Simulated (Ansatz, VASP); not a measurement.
**Zr in VASP and in Ansatz**

The input INCAR:

```
ALGO     = Fast           # electronic algorithm
EDIFF    = 1E-6           # SCF threshold, eV
ENCUT    = 520            # plane-wave cutoff, eV
GGA      = PE             # functional
ISIF     = 2              # what is computed and relaxed
ISMEAR   = 0              # smearing method
LASPH    = T              # aspherical terms in the spheres
LCHARG   = F              # write CHGCAR
LREAL    = F              # projectors in reciprocal space
LWAVE    = F              # write WAVECAR
NBANDS   = 19             # bands
NELM     = 60             # most SCF steps
PREC     = Accurate       # precision mode
SIGMA    = 0.15           # smearing width, eV
```

File KPOINTS:

```
k-points
0
Gamma
  18 18 10
```

POSCAR

```
Zr
1.0
    3.2319982225      0.0000000000      0.0000000000
   -1.6159991112      2.7989925657      0.0000000000
    0.0000000000      0.0000000000      5.1470000000
Zr
2
Direct
    0.3869240437      0.7738480875      0.2500000000
    0.6666666667      0.3333333333      0.7500000000
```

Input for Ansatz:

```yaml
crystal:
  lattice:
    - [3.2319982225, 0.0, 0.0]
    - [-1.6159991112, 2.7989925657, 0.0]
    - [0.0, 0.0, 5.147]
  atoms:
    - { symbol: Zr, position: [0.3869240437, 0.7738480875, 0.25] }
    - { symbol: Zr, position: [0.6666666667, 0.3333333333, 0.75] }
basis:
  ecutwfc: 420
kpoints:
  mp_grid: { grid: [18, 18, 10] }
hamiltonian:
  xc: pbe
scf:
  occupations: { method: gaussian, width: 0.15 }
output:
  forces: true
  stress: true
  eigenvalues: true
```

Alike in both runs: task single point; functional PBE; k mesh 18 × 18 × 10; occupations gaussian, width 0.15 eV; no spin polarisation.

|  | VASP | Ansatz |
| --- | --- | --- |
| version | VASP 6.6.1 | Ansatz 0.2.0 |
| potentials or method | VASP PAW PBE potentials, release 64 (Zr_sv), cutoff 520 eV | scalar-relativistic, plane waves, PAW |
| valence electrons in the cell | 24 | 24 |

```csv
,VASP,Ansatz,Ansatz less VASP
gap on the k mesh at the Fermi level (eV),none,none,-
pressure (GPa),0.0,0.0,-0.02
"traceless stress, the component that is largest in VASP (GPa)",-2.60,-2.59,+0.006
rms of the force components (eV/Å),0.154,0.152,-0.0018
```

Atom by atom the forces differ by 0.002 eV/Å (rms over components). A gap of «none» marks a metal or a gap that the smearing closes.
